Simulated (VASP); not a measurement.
The system is Sn.

```
Sn
1.0
    -1.72654    1.77554    2.33834
     1.72654   -1.77554    2.33834
     1.72654    1.77554   -2.33834
Sn
1
Cartesian
  0.0000 0.0000 0.0000
```

Base run:

- Program: VASP 6.6.1
- Functional: PBEsol
- Potentials or basis: VASP PAW PBE potentials, release 64 (Sn_d)
- Cutoff: 500 eV
- k mesh: 11 × 11 × 11
- Occupations: fermi-dirac, width 0.05 eV
- Spin: no spin polarisation

Its results: band gap on the k mesh zero (bands 7 and 8 overlap by 8.79 eV); pressure -3.6 GPa.

**Question.** The run is repeated on the same cell with these changes: functional from PBEsol to BLYP. What comes out?

**Answer.** Band gap on the k mesh zero (bands 7 and 8 overlap by 8.48 eV); pressure 3.1 GPa.

BLYP binds less tightly than PBEsol, so the same cell stands under more pressure.

Caveats: the PAW data sets were made with another functional, which shifts forces and pressure a little; spin-orbit coupling is left out, which moves the levels of the heavy elements; the cell stands under tension (at least some runs); the cell stands under pressure (at least some runs).
